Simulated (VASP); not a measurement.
Input of a VASP 6.6.1 run:

Contents of INCAR:

```
SYSTEM = Pt
PREC = Accurate ; ENCUT = 520
EDIFF = 1E-6 ; ISMEAR = 0
SIGMA = 0.15 ; LREAL = .False.
LASPH = .True. ; NELM = 100
ALGO = Normal ; ISIF = 2
LWAVE = .False. ; LCHARG = .False.
GGA = PS ; NBANDS = 11
```

File KPOINTS:

```
Automatic mesh
0
Gamma
  20 20 20
  0 0 0
```

The input POSCAR:

```
Pt
1.0
    0.0000000000      2.0068475000      1.9579000000
    2.0068475000      0.0000000000      1.9579000000
    2.0068475000      2.0068475000      0.0000000000
Pt
1
Direct
    0.0000000000      0.0000000000      0.0000000000
```

Potentials or basis: VASP PAW PBE potentials, release 64 (Pt).

Run with:

```sh
$ cat potpaw_PBE.64/Pt/POTCAR > POTCAR
$ mpirun -np 1 vasp_std > vasp.out
```

(1) Estimate the band gap on the k mesh.

(2) Predict the pressure.

Answers

(1) zero (bands 5 and 6 overlap by 2.13 eV).

(2) -12.3 GPa.

Caveat: the cell differs from its parent crystal (strain +0.025 along x and y, +0.000 along z); the cell stands under tension; the PAW data sets were made with another functional, which shifts forces and pressure a little; spin-orbit coupling is left out, which moves the levels of the heavy elements.
